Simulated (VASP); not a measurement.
# CaB15N15 (a cell with a defect) in VASP: notebook

Runs on CaB15N15 (a cell with a defect). Level: PBE. Tasks: single point.

All numbers are computed with VASP 6.6.1; they aren't measurements. Logs are shortened: lines on timing, memory, paths and dates and some standing lists are left out, and cuts for length are marked.

## 1. The cell of the first run

The cell holds a defect, 31 atoms: a = 6.277 Å, b = 6.277 Å, c = 6.277 Å, α = 109.47°, β = 109.47°, γ = 109.47°.

## 2. Single point, PBE, collinear spin

Input file INCAR:

```
SYSTEM = CaB15N15
PREC = Accurate ; ENCUT = 520
EDIFF = 1E-6 ; ISMEAR = 0
SIGMA = 0.01 ; LREAL = Auto
LASPH = .TRUE. ; NELM = 200
ALGO = Normal ; ISIF = 2
LWAVE = .FALSE. ; LCHARG = .FALSE.
ISPIN = 2 ; MAGMOM = 0.02 0 0.01 0.2 0 0.01 0 0 0 0 0 0.02 0.01 0 0 0.08 0.01 0.01 0.01 0 0 0 0.01 0 0 0.01 0 0 0.01 0.01 0
LORBIT = 11 ; NUPDOWN = 1.0
GGA = PE ; NBANDS = 90
NELECT = 131.0 ; GGA_COMPAT = .FALSE.
ISYM = -1
```

Input file KPOINTS:

```
explicit points
1
Reciprocal
  0.25000000   0.25000000   0.25000000 1
```

Input file POSCAR:

```
CaB15N15
1.0
   -3.6241103800      3.6241103800     -3.6241103800
    3.6241103800      3.6241103800      3.6241103800
    3.6241103800     -3.6241103800     -3.6241103800
B Ca N
15 1 15
Direct
   -0.0304999421     -0.0069120929     -0.0163245672
    0.0085459925      0.2560651451      0.7610197758
    0.0065976567      0.5067113510      0.5031066529
   -0.0077140737      0.7135615081      0.2428878074
    0.2511777344      0.0074090313      0.7672137783
    0.2525571522      0.5066842962      0.2568862830
    0.2494003206      0.7512213178      0.0026381130
    0.5169401773      0.0074902455      0.5016603522
    0.5105946103      0.2559009740      0.2588807671
    0.4999294664      0.5011229065      0.0068664659
    0.4916624461      0.7472936747      0.7420210333
    0.7332979758     -0.0071669741      0.2199381053
    0.7468832165      0.2509691493     -0.0027817812
    0.7565563268      0.5012578596      0.7504157414
    0.7522191912      0.7511714009      0.4998054861
    0.1771885075      0.1484715426      0.4274147634
   -0.0074793816      0.2521366070      0.0007284505
    0.0104159600      0.5069736868      0.7571398811
   -0.0007452829      0.7521984159      0.5049556368
    0.2436482321     -0.0009833427      0.0140483791
    0.2559305410      0.2567628564      0.8012979128
    0.2491830472      0.5294309009      0.4995820744
    0.2544327485      0.7523181599      0.2497101918
    0.5020503157      0.0057633981      0.7524593170
    0.5511203425      0.2568765584      0.5064184443
    0.5066889441      0.5069112762      0.2607604108
    0.4929408405      0.7473151323     -0.0065157195
    0.7635939333     -0.0010482118      0.4940072477
    0.7505406232      0.2519098360      0.2428922895
    0.7454879312      0.4949141080     -0.0040597618
    0.7430694402      0.7473993488      0.7433285814
```

Potentials or basis: VASP PAW PBE potentials, release 64 (B, Ca_sv, N).

Command:

```
cat potpaw_PBE.64/B/POTCAR potpaw_PBE.64/Ca_sv/POTCAR potpaw_PBE.64/N/POTCAR > POTCAR
mpirun -np 1 vasp_std > vasp.out
```

OUTCAR:

```text
SYSTEM = CaB15N15
   PREC = Accurate
   ENCUT = 520
   EDIFF = 1E-6
   ISMEAR = 0
   LREAL = Auto
   LASPH = .TRUE.
   NELM = 200
   ISIF = 2
   ISPIN = 2
   LORBIT = 11
   NUPDOWN = 1.0
   GGA = PE
   NELECT = 131.0
   ISYM = -1

 ion  position               nearest neighbor table
   1  0.970  0.993  0.984-  31 1.49  17 1.55  20 1.65  16 2.31
   2  0.009  0.256  0.761-  21 1.49  17 1.55  18 1.58  28 1.61  16 2.64
   3  0.007  0.507  0.503-  22 1.49  19 1.55  18 1.59  29 1.61
   4  0.992  0.714  0.243-  30 1.50  19 1.56  23 1.56  16 2.24
   5  0.251  0.007  0.767-  21 1.50  20 1.58  19 1.61  24 1.61  16 2.53
   6  0.253  0.507  0.257-  22 1.49  23 1.55  26 1.59  17 1.61
   7  0.249  0.751  0.003-  18 1.53  23 1.54  20 1.55  27 1.56
   8  0.517  0.007  0.502-  25 1.50  28 1.58  24 1.61  23 1.61  16 2.53
   9  0.511  0.256  0.259-  25 1.49  29 1.55  26 1.58  20 1.61  16 2.64
  10  0.500  0.501  0.007-  21 1.47  26 1.57  30 1.58  27 1.59
  11  0.492  0.747  0.742-  22 1.48  31 1.58  27 1.58  24 1.58
  12  0.733  0.993  0.220-  27 1.49  29 1.55  28 1.65  16 2.31
  13  0.747  0.251  0.997-  17 1.53  29 1.53  30 1.54  24 1.54
  14  0.757  0.501  0.750-  25 1.47  18 1.57  30 1.58  31 1.59
  15  0.752  0.751  0.500-  26 1.53  19 1.54  28 1.55  31 1.56
  16  0.177  0.148  0.427-  25 2.04  21 2.04  22 2.13   4 2.24   1 2.31  12 2.31   8 2.53   5 2.53
                             9 2.64   2 2.64
  17  0.993  0.252  0.001-  13 1.53   1 1.55   2 1.55   6 1.61
  18  0.010  0.507  0.757-   7 1.53  14 1.57   2 1.58   3 1.59
  19  0.999  0.752  0.505-  15 1.54   3 1.55   4 1.56   5 1.61
  20  0.244  0.999  0.014-   7 1.55   5 1.58   9 1.61   1 1.65
  21  0.256  0.257  0.801-  10 1.47   2 1.49   5 1.50  16 2.04
  22  0.249  0.529  0.500-  11 1.48   3 1.49   6 1.49  16 2.13
  23  0.254  0.752  0.250-   7 1.54   6 1.55   4 1.56   8 1.61
  24  0.502  0.006  0.752-  13 1.54  11 1.58   5 1.61   8 1.61
  25  0.551  0.257  0.506-  14 1.47   9 1.49   8 1.50  16 2.04
  26  0.507  0.507  0.261-  15 1.53  10 1.57   9 1.58   6 1.59
  27  0.493  0.747  0.993-  12 1.49   7 1.56  11 1.58  10 1.59
  28  0.764  0.999  0.494-  15 1.55   8 1.58   2 1.61  12 1.65
  29  0.751  0.252  0.243-  13 1.53  12 1.55   9 1.55   3 1.61
  30  0.745  0.495  0.996-   4 1.50  13 1.54  10 1.58  14 1.58
  31  0.743  0.747  0.743-   1 1.49  15 1.56  11 1.58  14 1.59

IMPORTANT INFORMATION: All symmetrisations will be switched off!
NOSYMM: (Re-)initialisation of all symmetry stuff for point group C_1.

----------------------------------------------------------------------------------------

                                     Primitive cell

  volume of cell :     190.3988

  direct lattice vectors                    reciprocal lattice vectors
    -3.624110380  3.624110380 -3.624110380     0.000000000  0.137964893 -0.137964893
     3.624110380  3.624110380  3.624110380     0.137964893  0.137964893  0.000000000
     3.624110380 -3.624110380 -3.624110380     0.137964893  0.000000000 -0.137964893

  length of vectors
     6.277143310  6.277143310  6.277143310     0.195111823  0.195111823  0.195111823

  position of ions in fractional coordinates (direct lattice)
     0.969500058  0.993087907  0.983675433
     0.008545992  0.256065145  0.761019776
     0.006597657  0.506711351  0.503106653
     0.992285926  0.713561508  0.242887807
     0.251177734  0.007409031  0.767213778
     0.252557152  0.506684296  0.256886283
[... 23 lines left out ...]
     0.745487931  0.494914108  0.995940238
     0.743069440  0.747399349  0.743328581

  ion indices of the primitive-cell ions
   primitive index   ion index
                 1           1
                 2           2
                 3           3
                 4           4
                 5           5
                 6           6
[... 23 lines left out ...]
                30          30
                31          31

----------------------------------------------------------------------------------------

 KPOINTS: explicit points

Read explicit list of k-points.

 Found      1 k-points:

 Following reciprocal coordinates:
            Coordinates               Weight
  0.250000  0.250000  0.250000      1.000000
   k-points           NKPTS =      1   k-points in BZ     NKDIM =      1   number of bands    NBANDS=     90
   number of dos      NEDOS =    301   number of ions     NIONS =     31
   total plane-waves  NPLWV = 110592
   dimension x,y,z NGX =    48 NGY =   48 NGZ =   48
   dimension x,y,z NGXF=    96 NGYF=   96 NGZF=   96
   ions per type =              15   1  15
   NGX,Y,Z   is equivalent  to a cutoff of  12.71, 12.71, 12.71 a.u.
   NGXF,Y,Z  is equivalent  to a cutoff of  25.42, 25.42, 25.42 a.u.
 SYSTEM =  CaB15N15
   PREC   = accura    normal or accurate (medium, high low for compatibility)
   ISTART =      0    job   : 0-new  1-cont  2-samecut
   ICHARG =      2    charge: 1-file 2-atom 10-const
   ISPIN  =      2    spin polarized calculation?
   LNONCOLLINEAR =      F non collinear calculations
   LSORBIT =      F    spin-orbit coupling
   LASPH  =      T    aspherical Exc in radial PAW
   ENCUT  =  520.0 eV  38.22 Ry    6.18 a.u.  11.67 11.67 11.67*2*pi/ulx,y,z
   NELM   =    200;   NELMIN=  2; NELMDL= -5     # of ELM steps
   EDIFF  = 0.1E-05   stopping-criterion for ELM
   LREAL  =      T    real-space projection
   EDIFFG = 0.1E-04   stopping-criterion for IOM
   NSW    =      0    number of steps for IOM
   IBRION =     -1    ionic relax: 0-MD 1-quasi-New 2-CG
   NFREE  =      0    steps in history (QN), initial steepest desc. (CG)
   ISIF   =      2    stress and relaxation
   ISYM   =     -1    0-nonsym 1-usesym 2-fastsym
   POTIM  = 0.5000    time-step for ionic-motion
   TEBEG  =    0.0;   TEEND  =   0.0 temperature during run
   PSTRESS=    0.0 pullay stress
   NELECT =     131.0000    total number of electrons
   NUPDOWN=       1.0000    fix difference up-down
   EMIN   =  10.00;   EMAX   =-10.00  energy-range for DOS
   EFERMI =   0.00;   METHOD = LEGACY
   ISMEAR =     0;   SIGMA  =   0.01  broadening in eV -4-tet -1-fermi 0-gaus
   EFERMI_NEDOS =   21; number of points for ismear=-14 and -15
   IALGO  =     38    algorithm
   IMIX   =      4    mixing-type and parameters
     AMIX     =   0.40;   BMIX     =  1.00
     AMIX_MAG =   1.60;   BMIX_MAG =  1.00
  volume/ion in A,a.u.               =       6.14        41.45
  Fermi-wavevector in a.u.,A,eV,Ry     =   1.445253  2.731132 28.419250  2.088756
  Thomas-Fermi vector in A             =   2.563456
   LORBIT       =     11    0 simple, 1 ext, 2 COOP (PROOUT), +10 PAW based schemes
   GGA     = PE    functional components
   LHFCALC =     F    Hartree Fock is set to
   AEXX    =    0.0000 exact exchange contribution
   IVDW    =     0    specifies the selected vdW correction
   LEPSILON=     F    determine dielectric tensor
   LRPA    =     F    only Hartree local field effects (RPA)
 spin polarized calculation
 Gauss-broadening in eV      SIGMA  =   0.01
  energy-cutoff  :      520.00
  volume of cell :      190.40
 maximum number of plane-waves:      5072
 NGX is ok and might be reduce to    48
   NGX = 23   NGY = 23   NGZ = 23

 number of electron     130.9999998 magnetization       1.0000033

 Free energy of the ion-electron system (eV)
  ---------------------------------------------------
  ext. energy  EPLUGINS =         0.00000000
  ---------------------------------------------------
  free energy    TOTEN  =      -243.95480706 eV

  energy without entropy =     -243.95480706  energy(sigma->0) =     -243.95480706

 E-fermi :   8.2764     XC(G=0): -12.8239

 val. band max:       10.5270987126   @ k =   0.2500   0.2500   0.2500
 cond. band min:      11.7230523494   @ k =   0.2500   0.2500   0.2500
 fundamental gap:      1.1959536368
 Fermi energy:        10.6773907431

 spin component 1

 k-point     1 :       0.2500    0.2500    0.2500
  band No.  band energies     occupation
      1     -29.4177      1.00000
      2     -12.2240      1.00000
      3     -12.1278      1.00000
      4     -11.8290      1.00000
      5     -10.9620      1.00000
      6     -10.9159      1.00000
[... 69 lines left out ...]
     76      15.1138      0.00000
     77      15.2634      0.00000
 Fermi energy:         8.2763671063

 spin component 2

 k-point     1 :       0.2500    0.2500    0.2500
  band No.  band energies     occupation
      1     -29.3206      1.00000
      2     -12.2014      1.00000
      3     -12.0560      1.00000
      4     -11.7664      1.00000
      5     -10.9048      1.00000
      6     -10.8911      1.00000
[... 69 lines left out ...]
     76      15.1433      0.00000
     77      15.3471      0.00000
 [bands above 77 left out]

------------------------ aborting loop because EDIFF is reached ----------------------------------------

  FORCE on cell =-STRESS in cart. coord.  units (eV):
  Direction    XX          YY          ZZ          XY          YZ          ZX
  --------------------------------------------------------------------------------------
  -------------------------------------------------------------------------------------
  Total       33.9658183     34.0398865     46.8180302      5.4482486     -1.0110949     -1.0501508
  in kB      285.8172417    286.4405141    393.9666671     45.8461906     -8.5082109     -8.8368605
  external PRESSURE =     322.0748077 kB  Pullay stress =       0.0000000 kB

 VOLUME and BASIS-vectors are now :
 -----------------------------------------------------------------------------
  energy-cutoff  :      520.00
  volume of cell :      190.40
      direct lattice vectors                 reciprocal lattice vectors
    -3.624110380  3.624110380 -3.624110380     0.000000000  0.137964893 -0.137964893
     3.624110380  3.624110380  3.624110380     0.137964893  0.137964893  0.000000000
     3.624110380 -3.624110380 -3.624110380     0.137964893  0.000000000 -0.137964893

 POSITION                                       TOTAL-FORCE (eV/Angst)
 -----------------------------------------------------------------------------------
      3.65043      3.54769     -3.47946        -0.006112      0.008816     -0.032036
      3.65506     -1.79904     -1.86098        -0.012339     -0.013749      0.029039
      3.63578      0.03697     -0.01085         0.002027     -0.028033      0.028139
     -0.12988      5.30193     -1.89038        -0.008231      0.001900     -0.018054
      1.89702     -1.84332     -3.66391        -0.006022     -0.018636     -0.037535
      1.85197      1.82059     -0.01000        -0.017694      0.016389      0.018281
[... 23 lines left out ...]
      2.70129      0.88596     -4.51750         0.007858      0.012711      0.027899
      2.70960      2.70772     -2.67821        -0.007385     -0.017992     -0.013878
 -----------------------------------------------------------------------------------
    total drift:                                0.001232     -0.000774     -0.001173

  FREE ENERGIE OF THE ION-ELECTRON SYSTEM (eV)
  ---------------------------------------------------
  free  energy   TOTEN  =      -243.9548070633 eV

  energy  without entropy=     -243.9548070633  energy(sigma->0) =     -243.95480706

 total charge

# of ion       s       p       d       tot
------------------------------------------
    1        0.681   1.319   0.000   2.000
    2        0.685   1.404   0.000   2.089
    3        0.680   1.390   0.000   2.070
    4        0.683   1.414   0.000   2.097
    5        0.675   1.363   0.000   2.037
    6        0.680   1.389   0.000   2.069
[... 23 lines left out ...]
   30        1.214   2.793   0.000   4.007
   31        1.215   2.789   0.000   4.004
--------------------------------------------------
tot         30.635  68.705   0.751 100.091

 magnetization (x)

# of ion       s       p       d       tot
------------------------------------------
    1        0.005   0.023   0.000   0.028
    2        0.000   0.004   0.000   0.004
    3        0.001   0.007   0.000   0.009
    4        0.046   0.304   0.000   0.350
    5       -0.000   0.003   0.000   0.003
    6        0.001   0.007   0.000   0.009
[... 23 lines left out ...]
   30       -0.000   0.005   0.000   0.005
   31       -0.000  -0.001   0.000  -0.001
--------------------------------------------------
tot          0.082   0.484   0.104   0.670
```

Run time: 2.3 min. Hardware: 1 thread of Intel Xeon Platinum 8259CL at 2.50GHz (Skylake/Cascade Lake), shared host; peak memory 0.41 GiB.

What came out:

```yaml
Free_energy: -243.9548 eV
Largest_force: 0.070 eV/Å
Net_moment: 1.00 μB per cell
Site_moments: B +0.03, +0.00, +0.01, +0.35 (each value once); Ca +0.12; N +0.01, -0.00, +0.00 (each value once) μB
Valence_electrons_inside_the_program's_atomic_spheres: B 2.00, 2.09, 2.07, 2.10, 2.04, 2.13, 2.08, 2.16 (each value once); Ca 8.83; N 4.00, 3.98, 3.93, 4.11, 4.09, 3.96, 3.99, 4.01 (each value once)
```

Forces on the atoms (eV/Å):
```
B   -0.006  0.009 -0.032
B   -0.012 -0.014  0.029
B    0.002 -0.028  0.028
B   -0.008  0.002 -0.018
B   -0.006 -0.019 -0.038
B   -0.018  0.016  0.018
B    0.004  0.009  0.002
B   -0.018 -0.017 -0.027
B   -0.012  0.014  0.021
B    0.002  0.020  0.002
B    0.004 -0.004 -0.028
B    0.007  0.009 -0.027
B    0.009 -0.004  0.000
B    0.020 -0.001  0.002
B    0.013  0.000  0.009
Ca  -0.021 -0.025  0.062
N   -0.002 -0.004 -0.018
N   -0.015  0.001  0.006
N    0.002  0.010 -0.006
N   -0.022  0.026  0.030
N    0.049 -0.016 -0.043
N    0.023  0.029  0.015
N    0.003  0.005 -0.013
N   -0.009 -0.004  0.016
N   -0.019  0.040 -0.038
N   -0.004 -0.020  0.006
N   -0.018 -0.008 -0.002
N    0.023 -0.017  0.020
N    0.027 -0.004  0.007
N    0.008  0.013  0.028
N   -0.007 -0.018 -0.014
```

Caveat: the cell carries a net charge on a neutralising background, which shifts energy and pressure; the cell is charged against a uniform background, so pressure and absolute levels hang on convention; the total moment is fixed, so each spin has its own Fermi level.

## 3. Single point, PBE, collinear spin

Input file INCAR:

```
PREC = Accurate
ENCUT = 520
EDIFF = 1E-6
ISMEAR = -1
SIGMA = 0.01
LREAL = Auto
LASPH = True
NELM = 200
ALGO = Normal
ISIF = 2
LWAVE = False
LCHARG = True
ISPIN = 2
MAGMOM = 0.02 0 0.01 0.2 0 0.01 0 0 0 0 0 0.02 0.01 0 0 0.08 0.01 0.01 0.01 0 0 0 0.01 0 0 0.01 0 0 0.01 0.01 0
LORBIT = 11
NUPDOWN = 1.0
GGA = PE
LELF = True
LVHAR = True
NBANDS = 90
NELECT = 131.0
GGA_COMPAT = False
ISYM = -1
```

KPOINTS is that of step 2.

Changes to POSCAR since step 2:

```diff
@@ -2,5 +2,5 @@
 1.0
-   -3.6241103800      3.6241103800     -3.6241103800
-    3.6241103800      3.6241103800      3.6241103800
-    3.6241103800     -3.6241103800     -3.6241103800
+   -3.6241103844      3.6241103844     -3.6241103844
+    3.6241103844      3.6241103844      3.6241103844
+    3.6241103844     -3.6241103844     -3.6241103844
 B Ca N
```

Potentials or basis: VASP PAW PBE potentials, release 64 (B, Ca_sv, N).

Command:

```
cat potpaw_PBE.64/B/POTCAR potpaw_PBE.64/Ca_sv/POTCAR potpaw_PBE.64/N/POTCAR > POTCAR
mpirun -np 1 vasp_std > vasp.out
```

Wall time 2.4 min (1 thread of Intel Xeon Platinum 8259CL at 2.50GHz (Skylake/Cascade Lake), shared host); peak memory 0.41 GiB.

It converged, with:

- Free energy: -243.9548 eV
- Largest force: 0.070 eV/Å
- Net moment: 1.00 μB per cell
- Site moments: B +0.03, +0.00, +0.01, +0.35 (each value once); Ca +0.12; N +0.01, -0.00, +0.00 (each value once) μB
- Valence electrons inside the program's atomic spheres: B 2.00, 2.09, 2.07, 2.10, 2.04, 2.13, 2.08, 2.16 (each value once); Ca 8.83; N 4.00, 3.98, 3.93, 4.11, 4.09, 3.96, 3.99, 4.01 (each value once)

Forces in eV/Å, atoms in the order of the input:
```
B   -0.006  0.009 -0.032
B   -0.012 -0.014  0.029
B    0.002 -0.028  0.028
B   -0.008  0.002 -0.018
B   -0.006 -0.019 -0.038
B   -0.018  0.016  0.018
B    0.004  0.009  0.002
B   -0.018 -0.017 -0.027
B   -0.012  0.014  0.021
B    0.002  0.020  0.002
B    0.004 -0.004 -0.028
B    0.007  0.009 -0.027
B    0.009 -0.004  0.000
B    0.020 -0.001  0.002
B    0.013  0.000  0.009
Ca  -0.021 -0.025  0.062
N   -0.002 -0.004 -0.018
N   -0.015  0.001  0.006
N    0.002  0.010 -0.006
N   -0.022  0.026  0.030
N    0.049 -0.016 -0.043
N    0.023  0.029  0.015
N    0.003  0.005 -0.013
N   -0.009 -0.004  0.016
N   -0.019  0.040 -0.038
N   -0.004 -0.020  0.006
N   -0.018 -0.008 -0.002
N    0.023 -0.017  0.020
N    0.027 -0.004  0.007
N    0.008  0.013  0.028
N   -0.007 -0.018 -0.014
```

Caveat: the cell carries a net charge on a neutralising background, which shifts energy and pressure; the cell is charged against a uniform background, so pressure and absolute levels hang on convention; the total moment is fixed, so each spin has its own Fermi level.
